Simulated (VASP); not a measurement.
# Ni in VASP: further runs

Ni is run at these levels: PBE; tasks: single point.

All numbers are computed with VASP 6.6.1; they aren't measurements. Logs are shortened: lines on timing, memory, paths and dates and some standing lists are left out, and cuts for length are marked.

### 1 The cell of the first run

The structure is cubic, space group Fm-3m (No. 225). The conventional cell has a = 3.475 Å, b = 3.475 Å, c = 3.475 Å, α = 90.00°, β = 90.00°, γ = 90.00°. Within 3.2 Å of Ni (site symmetry m-3m) lie 12 Ni at 2.46 Å.

### 2 Single point, PBE, collinear spin, ferromagnetic start

Input file INCAR:

```
SYSTEM = Ni
PREC = Accurate ; ENCUT = 520
EDIFF = 1E-6 ; ISMEAR = -1
SIGMA = 0.05 ; LREAL = .FALSE.
LASPH = .TRUE. ; NELM = 150
ALGO = Normal ; ISIF = 2
LWAVE = .FALSE. ; LCHARG = .FALSE.
ISPIN = 2 ; MAGMOM = 2.5
LORBIT = 11 ; LMAXMIX = 4
GGA = PE ; NBANDS = 15
```

Input file KPOINTS:

```
Automatic mesh
0
G
  13 13 13
  0 0 0
```

Input file POSCAR:

```
Ni
1.0
    0.0000000000      1.7375729330      1.7375729330
    1.7375729330      0.0000000000      1.7375729330
    1.7375729330      1.7375729330      0.0000000000
Ni
1
Direct
    0.0000000000      0.0000000000      0.0000000000
```

Potentials or basis: VASP PAW PBE potentials, release 64 (Ni).

Run with:

```console
> cat potpaw_PBE.64/Ni/POTCAR > POTCAR
> mpirun -np 1 vasp_std > vasp.out
```

OUTCAR:

```text
SYSTEM = Ni
   PREC = Accurate
   ENCUT = 520
   EDIFF = 1E-6
   ISMEAR = -1
   LREAL = .FALSE.
   LASPH = .TRUE.
   NELM = 150
   ISIF = 2
   ISPIN = 2
   LORBIT = 11
   GGA = PE

 ion  position               nearest neighbor table
   1  0.000  0.000  0.000-

  LATTYP: Found a face centered cubic cell.
 ALAT       =     3.4751458660

  Lattice vectors:

 A1 = (   0.0000000000,   1.7375729330,   1.7375729330)
 A2 = (   1.7375729330,   0.0000000000,   1.7375729330)
 A3 = (   1.7375729330,   1.7375729330,   0.0000000000)

Analysis of symmetry for initial positions (statically):
=====================================================================
 Subroutine PRICEL returns:
 Original cell was already a primitive cell.

 Routine SETGRP: Setting up the symmetry group for a
 face centered cubic supercell.

 Subroutine GETGRP returns: Found 48 space group operations
 (whereof 48 operations were pure point group operations)
 out of a pool of 48 trial point group operations.

The static configuration has the point symmetry O_h .

Analysis of symmetry for dynamics (positions and initial velocities):
=====================================================================
 Subroutine PRICEL returns:
 Original cell was already a primitive cell.

 Routine SETGRP: Setting up the symmetry group for a
 face centered cubic supercell.

 Subroutine GETGRP returns: Found 48 space group operations
 (whereof 48 operations were pure point group operations)
 out of a pool of 48 trial point group operations.

The dynamic configuration has the point symmetry O_h .

Analysis of structural, dynamic, and magnetic symmetry:
=====================================================================
 Subroutine PRICEL returns:
 Original cell was already a primitive cell.

 Routine SETGRP: Setting up the symmetry group for a
 face centered cubic supercell.

 Subroutine GETGRP returns: Found 48 space group operations
 (whereof 48 operations were pure point group operations)
 out of a pool of 48 trial point group operations.

The overall configuration has the point symmetry O_h .

 Subroutine INISYM returns: Found 48 space group operations
 (whereof 48 operations are pure point group operations),
 and found     1 'primitive' translations

----------------------------------------------------------------------------------------

                                     Primitive cell

  volume of cell :      10.4920

  direct lattice vectors                    reciprocal lattice vectors
     0.000000000  1.737572933  1.737572933    -0.287757705  0.287757705  0.287757705
     1.737572933  0.000000000  1.737572933     0.287757705 -0.287757705  0.287757705
     1.737572933  1.737572933  0.000000000     0.287757705  0.287757705 -0.287757705

  length of vectors
     2.457299207  2.457299207  2.457299207     0.498410966  0.498410966  0.498410966

  position of ions in fractional coordinates (direct lattice)
     0.000000000  0.000000000  0.000000000

  ion indices of the primitive-cell ions
   primitive index   ion index
                 1           1

----------------------------------------------------------------------------------------

 KPOINTS: Automatic mesh

Automatic generation of k-mesh.
 Grid dimensions read from file:
 generate k-points for:   13   13   13

 Generating k-lattice:

  Cartesian coordinates                     Fractional coordinates (reciprocal lattice)
    -0.022135208  0.022135208  0.022135208     0.076923077  0.000000000  0.000000000
     0.022135208 -0.022135208  0.022135208     0.000000000  0.076923077  0.000000000
     0.022135208  0.022135208 -0.022135208     0.000000000  0.000000000  0.076923077

  Length of vectors
     0.038339305  0.038339305  0.038339305

  Shift w.r.t. Gamma in fractional coordinates (k-lattice)
     0.000000000  0.000000000  0.000000000

 Subroutine IBZKPT returns following result:
 ===========================================

 Found     84 irreducible k-points:

 Following reciprocal coordinates:
            Coordinates               Weight
  0.000000  0.000000  0.000000      1.000000
  0.076923  0.000000  0.000000      8.000000
  0.153846  0.000000  0.000000      8.000000
  0.230769  0.000000  0.000000      8.000000
  0.307692  0.000000  0.000000      8.000000
  0.384615  0.000000  0.000000      8.000000
[... 16 lines left out ...]
  0.384615  0.153846  0.000000     24.000000
  0.461538  0.153846  0.000000     24.000000
 [... further k-points ...]
   k-points           NKPTS =     84   k-points in BZ     NKDIM =     84   number of bands    NBANDS=     15
   number of dos      NEDOS =    301   number of ions     NIONS =      1
   total plane-waves  NPLWV =   5832
   dimension x,y,z NGX =    18 NGY =   18 NGZ =   18
   dimension x,y,z NGXF=    36 NGYF=   36 NGZF=   36
   ions per type =               1
   NGX,Y,Z   is equivalent  to a cutoff of  12.18, 12.18, 12.18 a.u.
   NGXF,Y,Z  is equivalent  to a cutoff of  24.36, 24.36, 24.36 a.u.
 SYSTEM =  Ni
   PREC   = accura    normal or accurate (medium, high low for compatibility)
   ISTART =      0    job   : 0-new  1-cont  2-samecut
   ICHARG =      2    charge: 1-file 2-atom 10-const
   ISPIN  =      2    spin polarized calculation?
   LNONCOLLINEAR =      F non collinear calculations
   LSORBIT =      F    spin-orbit coupling
   LASPH  =      T    aspherical Exc in radial PAW
   ENCUT  =  520.0 eV  38.22 Ry    6.18 a.u.   4.57  4.57  4.57*2*pi/ulx,y,z
   NELM   =    150;   NELMIN=  2; NELMDL= -5     # of ELM steps
   EDIFF  = 0.1E-05   stopping-criterion for ELM
   LREAL  =      F    real-space projection
   EDIFFG = 0.1E-04   stopping-criterion for IOM
   NSW    =      0    number of steps for IOM
   IBRION =     -1    ionic relax: 0-MD 1-quasi-New 2-CG
   NFREE  =      0    steps in history (QN), initial steepest desc. (CG)
   ISIF   =      2    stress and relaxation
   ISYM   =      2    0-nonsym 1-usesym 2-fastsym
   POTIM  = 0.5000    time-step for ionic-motion
   TEBEG  =    0.0;   TEEND  =   0.0 temperature during run
   PSTRESS=    0.0 pullay stress
   NELECT =      10.0000    total number of electrons
   NUPDOWN=      -1.0000    fix difference up-down
   EMIN   =  10.00;   EMAX   =-10.00  energy-range for DOS
   EFERMI =   0.00;   METHOD = LEGACY
   ISMEAR =    -1;   SIGMA  =   0.05  broadening in eV -4-tet -1-fermi 0-gaus
   EFERMI_NEDOS =   21; number of points for ismear=-14 and -15
   IALGO  =     38    algorithm
   IMIX   =      4    mixing-type and parameters
     AMIX     =   0.40;   BMIX     =  1.00
     AMIX_MAG =   1.60;   BMIX_MAG =  1.00
  volume/ion in A,a.u.               =      10.49        70.80
  Fermi-wavevector in a.u.,A,eV,Ry     =   1.611097  3.044533 35.315755  2.595635
  Thomas-Fermi vector in A             =   2.706542
   LORBIT       =     11    0 simple, 1 ext, 2 COOP (PROOUT), +10 PAW based schemes
   GGA     = PE    functional components
   LHFCALC =     F    Hartree Fock is set to
   AEXX    =    0.0000 exact exchange contribution
   IVDW    =     0    specifies the selected vdW correction
   LEPSILON=     F    determine dielectric tensor
   LRPA    =     F    only Hartree local field effects (RPA)
 spin polarized calculation
  energy-cutoff  :      520.00
  volume of cell :       10.49
 maximum number of plane-waves:       296
   NGX =  9   NGY =  9   NGZ =  9

 number of electron      10.0000000 magnetization       2.5000000

 number of electron       9.9999998 magnetization       0.6231399

 Free energy of the ion-electron system (eV)
  ---------------------------------------------------
  ext. energy  EPLUGINS =         0.00000000
  ---------------------------------------------------
  free energy    TOTEN  =        -5.47066889 eV

  energy without entropy =       -5.45795726  energy(sigma->0) =       -5.46431308

 E-fermi :   9.9029     XC(G=0): -13.4711

 val. band max:        9.9009222715   @ k =   0.3846   0.3846   0.0000
 cond. band min:       9.9214560918   @ k =  -0.3846   0.3077   0.0000
 fundamental gap:      0.0205338204
 Fermi energy:         9.9028634510

 spin component 1

 k-point     1 :       0.0000    0.0000    0.0000
  band No.  band energies     occupation
      1       0.6313      1.00000
      2       7.3746      1.00000
      3       7.3746      1.00000
      4       7.3746      1.00000
      5       8.6118      1.00000
      6       8.6118      1.00000
      7      33.9269      0.00000
      8      38.0766      0.00000
      9      38.0766      0.00000
     10      38.0766      0.00000
     11      41.1414      0.00000
     12      41.1414      0.00000
     13      41.1414      0.00000
     14      44.0134      0.00000
     15      50.7378      0.00000

 k-point     2 :       0.0769    0.0000    0.0000
  band No.  band energies     occupation
      1       0.8686      1.00000
      2       7.3123      1.00000
      3       7.4279      1.00000
      4       7.4279      1.00000
      5       8.5894      1.00000
      6       8.5894      1.00000
      7      33.1032      0.00000
      8      35.8040      0.00000
      9      37.5835      0.00000
     10      37.5835      0.00000
     11      41.8830      0.00000
     12      41.8830      0.00000
     13      42.2290      0.00000
     14      46.1088      0.00000
     15      48.7989      0.00000
[... 365 lines left out ...]
      3       7.3579      1.00000
      4       7.8918      1.00000
      5       9.2229      1.00000
      6       9.5332      0.99938
      7      21.2682      0.00000
      8      30.3560      0.00000
      9      30.6699      0.00000
     10      33.4918      0.00000
     11      43.0652      0.00000
     12      43.7461      0.00000
     13      44.7532      0.00000
     14      49.4109      0.00000
     15      55.4044      0.00000

 k-point    24 :       0.4615    0.1538    0.0000
  band No.  band energies     occupation
      1       5.2251      1.00000
      2       6.9541      1.00000
      3       7.3982      1.00000
      4       7.8017      1.00000
      5       9.3342      0.99999
      6      10.7733      0.00000
      7      18.0550      0.00000
      8      29.0979      0.00000
      9      30.8744      0.00000
     10      33.0367      0.00000
     11      43.1482      0.00000
     12      43.4427      0.00000
     13      46.5473      0.00000
     14      49.8263      0.00000
     15      56.0292      0.00000

 [... further k-points ...]

 spin component 2

 k-point     1 :       0.0000    0.0000    0.0000
  band No.  band energies     occupation
      1       0.6049      1.00000
      2       8.1212      1.00000
      3       8.1212      1.00000
      4       8.1212      1.00000
      5       9.1936      1.00000
      6       9.1936      1.00000
      7      33.7809      0.00000
      8      38.0588      0.00000
      9      38.0588      0.00000
     10      38.0588      0.00000
     11      41.2527      0.00000
     12      41.2527      0.00000
     13      41.2527      0.00000
     14      43.8967      0.00000
     15      50.9528      0.00000

 k-point     2 :       0.0769    0.0000    0.0000
  band No.  band energies     occupation
      1       0.8426      1.00000
      2       8.0507      1.00000
      3       8.1762      1.00000
      4       8.1762      1.00000
      5       9.1702      1.00000
      6       9.1702      1.00000
      7      33.0410      0.00000
      8      35.7685      0.00000
      9      37.6035      0.00000
     10      37.6035      0.00000
     11      41.9483      0.00000
     12      41.9483      0.00000
     13      42.2210      0.00000
     14      46.0613      0.00000
     15      48.9770      0.00000
[... 365 lines left out ...]
      3       7.9583      1.00000
      4       8.5531      1.00000
      5       9.9365      0.33778
      6      10.1493      0.00718
      7      21.4607      0.00000
      8      30.3601      0.00000
      9      30.7550      0.00000
     10      33.5840      0.00000
     11      43.1432      0.00000
     12      43.7172      0.00000
     13      44.7704      0.00000
     14      49.5525      0.00000
     15      56.5743      0.00000

 k-point    24 :       0.4615    0.1538    0.0000
  band No.  band energies     occupation
      1       5.5892      1.00000
      2       7.3745      1.00000
      3       7.9939      1.00000
      4       8.4337      1.00000
      5      10.0808      0.02767
      6      11.2374      0.00000
      7      18.3264      0.00000
      8      29.1320      0.00000
      9      30.9553      0.00000
     10      33.0945      0.00000
     11      43.1323      0.00000
     12      43.4757      0.00000
     13      46.6053      0.00000
     14      50.0416      0.00000
     15      57.3846      0.00000

 [... further k-points ...]
[... 5 lines left out ...]
  --------------------------------------------------------------------------------------
  -------------------------------------------------------------------------------------
  Total        0.5177823      0.5177823      0.5177823     -0.0000000     -0.0000000      0.0000000
  in kB       79.0676173     79.0676173     79.0676173     -0.0000000     -0.0000000      0.0000000
  external PRESSURE =      79.0676173 kB  Pullay stress =       0.0000000 kB

 VOLUME and BASIS-vectors are now :
 -----------------------------------------------------------------------------
  energy-cutoff  :      520.00
  volume of cell :       10.49
      direct lattice vectors                 reciprocal lattice vectors
     0.000000000  1.737572933  1.737572933    -0.287757705  0.287757705  0.287757705
     1.737572933  0.000000000  1.737572933     0.287757705 -0.287757705  0.287757705
     1.737572933  1.737572933  0.000000000     0.287757705  0.287757705 -0.287757705

 POSITION                                       TOTAL-FORCE (eV/Angst)
 -----------------------------------------------------------------------------------
      0.00000      0.00000      0.00000         0.000000      0.000000      0.000000
 -----------------------------------------------------------------------------------
    total drift:                                0.000000     -0.000000     -0.000000

  FREE ENERGIE OF THE ION-ELECTRON SYSTEM (eV)
  ---------------------------------------------------
  free  energy   TOTEN  =        -5.4706688898 eV

  energy  without entropy=       -5.4579572618  energy(sigma->0) =       -5.46431308

 total charge

# of ion       s       p       d       tot
------------------------------------------
    1        0.513   0.531   8.332   9.377

 magnetization (x)

# of ion       s       p       d       tot
------------------------------------------
    1       -0.006  -0.024   0.661   0.631
```

Wall time 14 s (1 thread of Intel Xeon 6975P-C (Granite Rapids), shared host); peak memory 0.13 GiB.

What came out:

- Free energy: -5.4707 eV
- Pressure: 7.9 GPa
- Net moment: 0.62 μB per cell
- Site moments: Ni +0.63 μB
- Valence electrons inside the program's atomic spheres: Ni 9.38

### 3 Single point, PBE, collinear spin, ferromagnetic start

This run uses another cell than the first one, of 10.60 Å³/atom, 1.010 times its volume.

Input file INCAR:

```
PREC = Accurate
ENCUT = 520
EDIFF = 1E-7
ISMEAR = -1
SIGMA = 0.05
LREAL = False
LASPH = True
NELM = 150
ALGO = Normal
ISIF = 2
LWAVE = False
LCHARG = False
ISPIN = 2
MAGMOM = 1
LORBIT = 11
LMAXMIX = 4
GGA = PE
NBANDS = 15
```

Input file KPOINTS:

```
regular mesh
0
Gamma
  11 11 11
```

Input file POSCAR:

```
Ni
1.0
    0.0000000000      1.7375729330      1.7549486623
    1.7375729330      0.0000000000      1.7549486623
    1.7375729330      1.7375729330      0.0000000000
Ni
1
Direct
    0.0000000000      0.0000000000      0.0000000000
```

Potentials or basis: VASP PAW PBE potentials, release 64 (Ni).

Run with:

```console
> cat potpaw_PBE.64/Ni/POTCAR > POTCAR
> mpirun -np 1 vasp_std > vasp.out
```

Run time: 24 s. Hardware: 1 thread of Intel Xeon 6975P-C, shared host; peak memory 0.15 GiB.

Results (log left out):

```
Free energy                                           : -5.4735 eV
Pressure                                              : 5.3 GPa
Net moment                                            : 0.57 μB per cell
Site moments                                          : Ni +0.58 μB
Valence electrons inside the program's atomic spheres : Ni 9.36
```

Stress tensor (GPa, compression positive):
```
5.81 0.00 0.00
0.00 5.81 0.00
0.00 0.00 4.41
```

Levels at points of the mesh, in eV from the Fermi level:
Spin up:
```csv
k point,band 3,band 4,band 5,band 6,band 7,band 8
"(0.00, 0.00, 0.00)",-2.44,-2.44,-1.28,-1.21,23.96,27.95
```
Spin down:
```tsv
k point	band 3	band 4	band 5	band 6	band 7	band 8
(0.00, 0.00, 0.00)	-1.74	-1.74	-0.74	-0.67	23.80	27.91
```
